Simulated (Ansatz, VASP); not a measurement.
**One calculation of C, two programs**

File INCAR:

```
SYSTEM = C
ALGO = Normal
EDIFF = 1E-7
ENCUT = 520
ISIF = 2
ISMEAR = -1
LASPH = .True.
LCHARG = .False.
LREAL = .False.
LWAVE = .False.
NBANDS = 11
NELM = 60
PREC = Accurate
SIGMA = 0.03
```

KPOINTS

```
k-points
0
Gamma
  16 16 16
  0 0 0
```

File POSCAR:

```
C
1.0
    0.0000000000      1.7714305118      1.7714305118
    1.7714305118      0.0000000000      1.7714305118
    1.7714305118      1.7714305118      0.0000000000
C
2
Direct
    0.5000000000      0.5000000000      0.5000000000
    0.7500000000      0.7500000000      0.7500000000
```

Input for Ansatz:

```yaml
crystal:
  lattice:
    - [0.0, 1.7714305118, 1.7714305118]
    - [1.7714305118, 0.0, 1.7714305118]
    - [1.7714305118, 1.7714305118, 0.0]
  atoms:
    - { symbol: C, position: [0.5, 0.5, 0.5] }
    - { symbol: C, position: [0.75, 0.75, 0.75] }
kpoints:
  mp_grid: { grid: [16, 16, 16] }
  band_path:
    path:
      - [0.0, 0.0, 0.0]
      - [0.5, 0.0, 0.5]
      - [0.625, 0.25, 0.625]
      - [0.375, 0.375, 0.75]
      - [0.0, 0.0, 0.0]
      - [0.5, 0.5, 0.5]
      - [0.5, 0.25, 0.75]
      - [0.5, 0.0, 0.5]
    npoints: 5
scf:
  occupations: { method: fermi_dirac, width: 0.03 }
hamiltonian:
  xc: lda
  pseudopotentials: { kind: all_electron, lapw: { basis_error: 0.00025 } }
output:
  forces: true
  stress: true
  eigenvalues: true
```

Change from the starting cell: volume scaled by 0.98.

Alike in both runs: task single point; functional LDA; k mesh 16 × 16 × 16; occupations fermi-dirac, width 0.03 eV; no spin polarisation.

```csv
,VASP,Ansatz
version,VASP 6.6.1,Ansatz 0.2.0
potentials or method,"VASP PAW LDA potentials, release 64 (C), cutoff 520 eV","all-electron LAPW, scalar-relativistic"
```

VASP gave:

* gap on the k mesh at the Fermi level (eV): 4.15
* pressure (GPa): -2.8

Question: What did Ansatz give for the same quantities?

Answer: gap on the k mesh at the Fermi level (eV): 4.15; pressure (GPa): -4.2.

LDA's correlation is that of Perdew and Zunger in VASP and of Perdew and Wang (1992) in Ansatz. Ansatz ran all-electron here, and VASP with PAW potentials.
